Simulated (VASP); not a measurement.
A run of VASP 6.6.1 is set up as follows.

File INCAR:

```
SYSTEM = Co2Si
  PREC = Accurate
  ENCUT = 600
  EDIFF = 1E-6
  ISMEAR = 0
  SIGMA = 0.2
  LREAL = .FALSE.
  LASPH = .TRUE.
  NELM = 150
  ALGO = Normal
  ISIF = 3
  LWAVE = .FALSE.
  LCHARG = .FALSE.
  ISPIN = 2
  MAGMOM = 3 3 0
  LORBIT = 11
  LMAXMIX = 4
  GGA = PE
  IBRION = 2
  NSW = 36
  EDIFFG = -0.08
```

The input KPOINTS:

```
regular mesh
0
G
  9 9 9
  0 0 0
```

POSCAR

```
Co2Si
1.0
   -1.4200000000      1.4200000000      4.2600000000
    1.4200000000     -1.4200000000      4.2600000000
    1.4200000000      1.4200000000     -4.2600000000
Co Si
2 1
Direct
    0.3330000000      0.3330000000      0.0000000000
    0.6670000000      0.6670000000      0.0000000000
    0.0000000000      0.0000000000      0.0000000000
```

Potentials or basis: VASP PAW PBE potentials, release 64 (Co, Si).

Command:

```bash
$ cat potpaw_PBE.64/Co/POTCAR potpaw_PBE.64/Si/POTCAR > POTCAR
$ mpirun -np 1 vasp_std > vasp.out
```

**Question.** Predict the net moment.

**Answer.** 1.56 μB per cell.

**Question.** What does it give for the site moments?

**Answer.** Co +0.83; Si -0.02 μB.

**Question.** What does it give for the relaxed volume?

**Answer.** 10.74 Å³/atom.

Step by step:
```tsv
step	energy change (eV)	largest force (eV/Å)	pressure (GPa)	volume (Å³)
1	0.0000	1.7229	-10.54	34.36
2	-0.2136	0.3064	11.58	30.75
3	-0.2337	0.7615	5.43	31.47
4	-0.2765	0.3132	0.04	32.35
5	-0.2788	0.1289	0.90	32.19
6	-0.2864	0.0384	-1.42	32.48
7	-0.2867	0.0770	-1.96	32.56
8	-0.2912	0.0846	-0.02	32.23
9	-0.2912	0.0858	0.22	32.20
10	-0.2916	0.0230	0.12	32.23
```
